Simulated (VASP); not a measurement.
A run of VASP 6.6.1:

File INCAR:

```
SYSTEM = Si3N
  ALGO = Normal
  DIPOL = 0.5 0.5 0.321
  EDIFF = 1E-6
  ENCUT = 910
  GGA = PE
  GGA_COMPAT = .False.
  IDIPOL = 3
  ISIF = 2
  ISMEAR = 0
  IVDW = 12
  LASPH = .True.
  LCHARG = .True.
  LDIPOL = .True.
  LELF = .True.
  LREAL = .False.
  LVACPOTAV = .True.
  LVHAR = .True.
  LWAVE = .False.
  NBANDS = 27
  NELM = 120
  NELMDL = -8
  PREC = Accurate
  SIGMA = 0.05
```

File KPOINTS:

```
k-points
0
Gamma
  7 5 1
  0 0 0
```

Contents of POSCAR:

```
Si3N
1.0
    3.8333442755      0.0000000000      0.0000000000
    0.0000000000      5.4211674636      0.0000000000
    0.0000000000      0.0000000000     22.4877586337
Si N
6 2
Direct
    0.5000000000      0.0000000000      0.1778745523
    0.0000000000      0.2500000000      0.1778745523
    0.0000000000      0.5038839981      0.2608672216
    0.5000000000      0.7461160019      0.2608672216
    0.5000000000      0.0086033066      0.3418641564
    0.0000000000      0.2413966934      0.3418641564
    1.0000000000      0.8419366399      0.4797169344
    1.0000000000      0.8419366399      0.5286324363
```

Potentials or basis: VASP PAW PBE potentials, release 64 (Si, N_h).

Run with:

```bash
$ cat potpaw_PBE.64/Si/POTCAR potpaw_PBE.64/N_h/POTCAR > POTCAR
$ mpirun -np 1 vasp_std > vasp.out
```

Hardware: 1 thread of Intel(R) Xeon(R) 6975P-C (Granite Rapids), with other jobs on the host.

Q: How long does it take, and how much memory?

A: Wall time 7.3 min on 1 thread of Intel(R) Xeon(R) 6975P-C (Granite Rapids) (shared host), peak memory 1 GiB. Counts: scf iterations 28, k points 12.
